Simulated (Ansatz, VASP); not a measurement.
**MgO: VASP beside Ansatz**

```
Mg O
1.0
     0.00000    2.30616    2.30616
     2.30616    0.00000    2.30616
     2.30616    2.30616    0.00000
Mg O
1 1
Cartesian
  2.3062 2.3062 2.3062
  1.1531 1.1531 1.1531
```

Alike in both runs: functional PBE; k mesh 8 × 8 × 8; occupations gaussian, width 0.02 eV; no spin polarisation.

Ansatz relaxed the structure, and its values are those at the end. VASP's run is a single point on that final structure, the one shown.

|  | VASP | Ansatz |
| --- | --- | --- |
| version | VASP 6.6.1 | Ansatz 0.2.0 |
| potentials or method | VASP PAW PBE potentials, release 64 (Mg, O), cutoff 520 eV | scalar-relativistic, plane waves, PAW |
| valence electrons in the cell | 8 | 16 |

```csv
,VASP,Ansatz,Ansatz less VASP
gap on the k mesh at the Fermi level (eV),3.47,3.48,+0.017
least direct gap on the mesh (eV),3.47,3.48,+0.017
pressure (GPa),-0.4,0.0,+0.40
```

With one functional, cell and mesh, what is left measures potentials, basis and numerics. VASP's potentials hold 8 valence electrons a cell and Ansatz's 16, so a difference there can come from the potentials and not from the codes.
